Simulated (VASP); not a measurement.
Set up this calculation in VASP 6.6.1, as the native input.

- Task: single point
- Functional: PBE
- Potentials or basis: VASP PAW PBE potentials, release 64 (Ir)
- Cutoff: 520 eV
- k mesh: 18 × 18 × 18
- Occupations: gaussian, width 0.05 eV
- Spin: no spin polarisation
- Dipole correction: no
- Further INCAR settings: ALGO = Normal; EDIFF = 1e-06; NBANDS = 10

The structure of Ir lies in POSCAR:

```
Ir
1.0
    0.0000000000      1.9156000000      1.9156000000
    1.9156000000      0.0000000000      1.9156000000
    1.9156000000      1.9156000000      0.0000000000
Ir
1
Direct
    0.0000000000      0.0000000000      0.0000000000
```

The input as run:

INCAR

```
SYSTEM = Ir
  ALGO = Normal
  EDIFF = 1E-6
  ENCUT = 520
  GGA = PE
  ISIF = 2
  ISMEAR = 0
  LASPH = .TRUE.
  LCHARG = .TRUE.
  LELF = .TRUE.
  LREAL = .FALSE.
  LVHAR = .TRUE.
  LWAVE = .FALSE.
  NBANDS = 10
  NELM = 60
  PREC = Accurate
  SIGMA = 0.05
```

KPOINTS

```
k-points
0
G
  18 18 18
  0 0 0
```

Potentials or basis: VASP PAW PBE potentials, release 64 (Ir).

Run with:

```bash
$ cat potpaw_PBE.64/Ir/POTCAR > POTCAR
$ mpirun -np 1 vasp_std > vasp.out
```

Results of the run:

The pressure is 12.1 GPa.

It took 14 s on 1 thread of Intel(R) Xeon(R) Platinum 8488C (Sapphire Rapids), on a shared host, peak memory 0.15 GiB.
